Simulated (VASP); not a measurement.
# Cs2CuO2 (I4/mmm) in VASP: single point with r2SCAN

Aim: the single point of Cs2CuO2 with r2SCAN.

All numbers are computed with VASP 6.6.1; they aren't measurements. Logs are shortened: lines on timing, memory, paths and dates and some standing lists are left out, and cuts for length are marked.

## 1. The cell of the first run

It takes space group I4/mmm (No. 139, tetragonal). Conventional cell: a = 4.029 Å, b = 4.029 Å, c = 13.844 Å, α = 90.00°, β = 90.00°, γ = 90.00°. O (site symmetry 4mm) has 1 Cu at 1.91 Å within 2.5 Å. Cs (site symmetry 4mm) has 5 O at 2.77 to 2.87 Å and 4 Cu at 3.63 Å and 4 Cs at 3.75 Å within 3.8 Å. Within 2.5 Å of Cu (site symmetry 4/mmm) lie 2 O at 1.91 Å.

## 2. Single point, r2SCAN

POSCAR

```
Cs2CuO2
1.0
    0.0000000000      4.0293381400      0.0000000000
    4.0293381400      0.0000000000      0.0000000000
    2.0146690700      2.0146690700     -6.9220716700
O Cs Cu
2 2 1
Direct
    0.1380000000      0.1380000000      0.7240000000
    0.8620000000      0.8620000000      0.2760000000
    0.3380000000      0.3380000000      0.3240000000
    0.6620000000      0.6620000000      0.6760000000
    0.0000000000      0.0000000000      0.0000000000
```

INCAR.step1

```
PREC = Accurate
ENCUT = 520
ISMEAR = -5
SIGMA = 0.1
LREAL = F
LASPH = T
NELM = 100
LMAXMIX = 4
GGA = PE
ALGO = Normal
EDIFF = 1E-4
LWAVE = T
LCHARG = F
```

INCAR.step2

```
PREC = Accurate
ENCUT = 520
EDIFF = 1E-6
ISMEAR = -1
SIGMA = 0.1
LREAL = F
LASPH = T
NELM = 100
ALGO = Normal
ISIF = 2
LWAVE = F
LCHARG = F
LMAXMIX = 4
METAGGA = R2SCAN
LMIXTAU = T
LORBIT = 11
ISTART = 1
```

KPOINTS

```
Automatic mesh
0
Gamma
  9 9 9
```

Potentials or basis: VASP PAW PBE potentials, release 64 (O, Cs_sv, Cu).

On the command line:

```sh
cat potpaw_PBE.64/O/POTCAR potpaw_PBE.64/Cs_sv/POTCAR potpaw_PBE.64/Cu/POTCAR > POTCAR
cp INCAR.step1 INCAR
mpirun -np 1 vasp_std > vasp.out
cp INCAR.step2 INCAR
mpirun -np 1 vasp_std > vasp.out
```

OUTCAR:

```text
PREC = Accurate
   ENCUT = 520
   EDIFF = 1E-6
   ISMEAR = -1
   LREAL = F
   LASPH = T
   NELM = 100
   ISIF = 2
   METAGGA = R2SCAN
   LORBIT = 11
   ISTART = 1

 ion  position               nearest neighbor table
   1  0.138  0.138  0.724-   5 1.91
   2  0.862  0.862  0.276-   5 1.91
   3  0.338  0.338  0.324-
   4  0.662  0.662  0.676-
   5  0.000  0.000  0.000-   1 1.91   2 1.91

  LATTYP: Found a body centered tetragonal cell.
 ALAT       =     4.0293381400
 C/A-ratio  =     3.4358355787

  Lattice vectors:

 A1 = (  -2.0146690700,   2.0146690700,   6.9220716700)
 A2 = (   2.0146690700,  -2.0146690700,   6.9220716700)
 A3 = (   2.0146690700,   2.0146690700,  -6.9220716700)

Analysis of symmetry for initial positions (statically):
=====================================================================
 Subroutine PRICEL returns:
 Original cell was already a primitive cell.

 Routine SETGRP: Setting up the symmetry group for a
 body centered tetragonal supercell.

 Subroutine GETGRP returns: Found 16 space group operations
 (whereof 16 operations were pure point group operations)
 out of a pool of 16 trial point group operations.

The static configuration has the point symmetry D_4h.

Analysis of symmetry for dynamics (positions and initial velocities):
=====================================================================
 Subroutine PRICEL returns:
 Original cell was already a primitive cell.

 Routine SETGRP: Setting up the symmetry group for a
 body centered tetragonal supercell.

 Subroutine GETGRP returns: Found 16 space group operations
 (whereof 16 operations were pure point group operations)
 out of a pool of 16 trial point group operations.

The dynamic configuration has the point symmetry D_4h.

 Subroutine INISYM returns: Found 16 space group operations
 (whereof 16 operations are pure point group operations),
 and found     1 'primitive' translations

----------------------------------------------------------------------------------------

                                     Primitive cell

  volume of cell :     112.3838

  direct lattice vectors                    reciprocal lattice vectors
     0.000000000  4.029338140  0.000000000     0.000000000  0.248179717  0.072232711
     4.029338140  0.000000000  0.000000000     0.248179717  0.000000000  0.072232711
[... 94 lines left out ...]
   NSW    =      0    number of steps for IOM
   IBRION =     -1    ionic relax: 0-MD 1-quasi-New 2-CG
   NFREE  =      0    steps in history (QN), initial steepest desc. (CG)
   ISIF   =      2    stress and relaxation
   ISYM   =      2    0-nonsym 1-usesym 2-fastsym
   POTIM  = 0.5000    time-step for ionic-motion
   TEBEG  =    0.0;   TEEND  =   0.0 temperature during run
   PSTRESS=    0.0 pullay stress
   NELECT =      41.0000    total number of electrons
   NUPDOWN=      -1.0000    fix difference up-down
   EMIN   =  10.00;   EMAX   =-10.00  energy-range for DOS
   EFERMI =   0.00;   METHOD = LEGACY
   ISMEAR =    -1;   SIGMA  =   0.10  broadening in eV -4-tet -1-fermi 0-gaus
   EFERMI_NEDOS =   21; number of points for ismear=-14 and -15
   IALGO  =     38    algorithm
   IMIX   =      4    mixing-type and parameters
     AMIX     =   0.40;   BMIX     =  1.00
     AMIX_MAG =   1.60;   BMIX_MAG =  1.00
  volume/ion in A,a.u.               =      22.48       151.68
  Fermi-wavevector in a.u.,A,eV,Ry     =   1.169773  2.210551 18.617790  1.368369
  Thomas-Fermi vector in A             =   2.306241
   LORBIT       =     11    0 simple, 1 ext, 2 COOP (PROOUT), +10 PAW based schemes
   METAGGA = R2SCAN    functional components
   LHFCALC =     F    Hartree Fock is set to
   AEXX    =    0.0000 exact exchange contribution
   IVDW    =     0    specifies the selected vdW correction
   LEPSILON=     F    determine dielectric tensor
   LRPA    =     F    only Hartree local field effects (RPA)
 non-spin polarized calculation
  energy-cutoff  :      520.00
  volume of cell :      112.38
 maximum number of plane-waves:      3073
 NGX is ok and might be reduce to    30

 number of electron      40.9999989 magnetization

 Free energy of the ion-electron system (eV)
  ---------------------------------------------------
  ext. energy  EPLUGINS =         0.00000000
  ---------------------------------------------------
  free energy    TOTEN  =       -77.30003937 eV

  energy without entropy =      -77.17241713  energy(sigma->0) =      -77.23622825

 E-fermi :   1.4594     XC(G=0):  -9.8093

 val. band max:        1.4522462898   @ k =  -0.3333  -0.4444   0.1111
 cond. band min:       1.4660302860   @ k =   0.4444   0.3333   0.0000
 fundamental gap:      0.0137839962
 Fermi energy:         1.4593517583

 k-point     1 :       0.0000    0.0000    0.0000
  band No.  band energies     occupation
      1     -19.6901      2.00000
      2     -19.1461      2.00000
      3     -15.5369      2.00000
      4     -15.4278      2.00000
      5      -6.9925      2.00000
      6      -5.9024      2.00000
[... 637 lines left out ...]
     23       5.5991      0.00000
     24       7.0886      0.00000

 [... further k-points ...]
[... 5 lines left out ...]
  --------------------------------------------------------------------------------------
  -------------------------------------------------------------------------------------
  Total        4.7924929      4.7924929     -5.5493997      0.0000000      0.0000000      0.0000000
  in kB       68.3232534     68.3232534    -79.1139493      0.0000000      0.0000000      0.0000000
  external PRESSURE =      19.1775192 kB  Pullay stress =       0.0000000 kB

 VOLUME and BASIS-vectors are now :
 -----------------------------------------------------------------------------
  energy-cutoff  :      520.00
  volume of cell :      112.38
      direct lattice vectors                 reciprocal lattice vectors
     0.000000000  4.029338140  0.000000000     0.000000000  0.248179717  0.072232711
     4.029338140  0.000000000  0.000000000     0.248179717  0.000000000  0.072232711
     2.014669070  2.014669070 -6.922071670     0.000000000  0.000000000 -0.144465421

 POSITION                                       TOTAL-FORCE (eV/Angst)
 -----------------------------------------------------------------------------------
      2.01467      2.01467     -5.01158        -0.000000      0.000000     -3.119829
      4.02934      4.02934     -1.91049        -0.000000      0.000000      3.119829
      2.01467      2.01467     -2.24275        -0.000000      0.000000      0.476447
      4.02934      4.02934     -4.67932        -0.000000      0.000000     -0.476447
      0.00000      0.00000      0.00000         0.000000     -0.000000      0.000000
 -----------------------------------------------------------------------------------
    total drift:                               -0.000000     -0.000000      0.000000

  FREE ENERGIE OF THE ION-ELECTRON SYSTEM (eV)
  ---------------------------------------------------
  free  energy   TOTEN  =       -77.3000393670 eV

  energy  without entropy=      -77.1724171330  energy(sigma->0) =      -77.23622825

 total charge

# of ion       s       p       d       tot
------------------------------------------
    1        1.579   3.341   0.000   4.921
    2        1.579   3.341   0.000   4.921
    3        1.862   4.703   0.076   6.642
    4        1.862   4.703   0.076   6.642
    5        0.471   0.295   9.117   9.883
--------------------------------------------------
tot          7.354  16.385   9.269  33.008
```

OUTCAR.step1:

```text
PREC = Accurate
   ENCUT = 520
   ISMEAR = -5
   LREAL = F
   LASPH = T
[... 883 lines left out ...]
      4.02934      4.02934     -1.91049         0.000000      0.000000      2.722054
      2.01467      2.01467     -2.24275         0.000000      0.000000      0.500164
      4.02934      4.02934     -4.67932         0.000000      0.000000     -0.500164
      0.00000      0.00000      0.00000         0.000000      0.000000      0.000000
 -----------------------------------------------------------------------------------
    total drift:                               -0.000000     -0.000000      0.000000

  FREE ENERGIE OF THE ION-ELECTRON SYSTEM (eV)
  ---------------------------------------------------
  free  energy   TOTEN  =       -19.3208261740 eV

  energy  without entropy=      -19.3208261740  energy(sigma->0) =      -19.32082617
```

OSZICAR.step1:

```text
N       E                     dE             d eps       ncg     rms          rms(c)
DAV:   1     0.405785806222E+03    0.40579E+03   -0.18522E+04  3608   0.170E+03
DAV:   2     0.310309556040E+02   -0.37475E+03   -0.36545E+03  4304   0.393E+02
DAV:   3    -0.265282093012E+02   -0.57559E+02   -0.56745E+02  5152   0.154E+02
DAV:   4    -0.291630143805E+02   -0.26348E+01   -0.26046E+01  4400   0.327E+01
DAV:   5    -0.292771905617E+02   -0.11418E+00   -0.11413E+00  5240   0.700E+00    0.215E+01
DAV:   6    -0.285117954662E+02    0.76540E+00   -0.17927E+02  4904   0.176E+02    0.177E+01
DAV:   7    -0.197198503048E+02    0.87919E+01   -0.30907E+01  4280   0.903E+01    0.643E+00
DAV:   8    -0.194551674531E+02    0.26468E+00   -0.60899E+00  5192   0.480E+01    0.397E+00
DAV:   9    -0.199300420090E+02   -0.47487E+00   -0.71363E+00  5080   0.612E+01    0.562E+00
DAV:  10    -0.193530590321E+02    0.57698E+00   -0.13527E+00  5056   0.282E+01    0.182E+00
DAV:  11    -0.193319160379E+02    0.21143E-01   -0.24489E-01  5624   0.451E+00    0.950E-01
DAV:  12    -0.193217745389E+02    0.10141E-01   -0.41081E-02  6112   0.432E+00    0.292E-01
DAV:  13    -0.193207935389E+02    0.98100E-03   -0.14037E-02  5560   0.146E+00    0.103E-01
DAV:  14    -0.193211034847E+02   -0.30995E-03   -0.16016E-03  5032   0.899E-01    0.146E-01
DAV:  15    -0.193208125083E+02    0.29098E-03   -0.86668E-04  4352   0.859E-01    0.156E-02
DAV:  16    -0.193208261740E+02   -0.13666E-04   -0.10452E-04  2392   0.704E-02
   1 F= -.19320826E+02 E0= -.19320826E+02  d E =0.000000E+00
```

Wall time 11 min (1 thread of Intel Xeon Platinum 8488C (Sapphire Rapids), shared host); peak memory 0.37 GiB.

Results:

```
Free energy                                           : -77.3000 eV
Pressure                                              : 1.9 GPa
Largest force                                         : 3.120 eV/Å
Band gap on the k mesh                                : zero (an odd number of electrons rules out a gap without spin polarisation)
Valence electrons inside the program's atomic spheres : O 4.92; Cs 6.64; Cu 9.88
```

Forces on the atoms (eV/Å):
```
O    0.000  0.000 -3.120
O    0.000  0.000  3.120
Cs   0.000  0.000  0.476
Cs   0.000  0.000 -0.476
Cu   0.000  0.000  0.000
```

Caveat: the PAW data sets were made with another functional, which shifts forces and pressure a little; spin-orbit coupling is left out, which moves the levels of the heavy elements; an odd number of electrons without spin polarisation forces a metal; a magnetic or distorted state may lie lower. With open d or f shells a metallic result of r2SCAN can be an artefact of self-interaction; +U or a hybrid may open a gap.
